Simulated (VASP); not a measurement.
Here is a VASP 6.6.1 calculation.

File INCAR:

```
PREC = Accurate
ENCUT = 520
EDIFF = 1E-6
ISMEAR = -1
SIGMA = 0.05
LREAL = False
LASPH = True
NELM = 150
ALGO = Fast
ISIF = 2
LWAVE = False
LCHARG = False
ISPIN = 2
MAGMOM = 2 2
LORBIT = 11
LMAXMIX = 4
GGA = B5
ALDAX = 1.0
AGGAX = 1.0
AGGAC = 1.0
ALDAC = 0.0
IVDW = 13
VDW_S6 = 1.0
VDW_S8 = 2.34076671
VDW_A1 = 0.44488865
VDW_A2 = 4.0933009
NBANDS = 20
```

The input KPOINTS:

```
Automatic mesh
0
Gamma
  12 12 7
```

POSCAR

```
Co
1.0
    2.4554087999      0.0000000000      0.0000000000
   -1.2277044000      2.1264463974      0.0000000000
    0.0000000000      0.0000000000      3.9941557227
Co
2
Direct
    0.6666666667      0.3333333333      0.7500000000
    0.3333333333      0.6666666667      0.2500000000
```

Potentials or basis: VASP PAW PBE potentials, release 64 (Co).

The run is started by

```console
$ cat potpaw_PBE.64/Co/POTCAR > POTCAR
$ mpirun -np 1 vasp_std > vasp.out
```

(1) Predict the pressure.

(2) Predict the dispersion energy per atom.

(3) Predict the site moments.

Answers

(1) 5.4 GPa.

(2) -0.862 eV.

(3) Co +1.53 μB.

Caveat: the cell stands under pressure; the PAW data sets were made with another functional, which shifts forces and pressure a little.
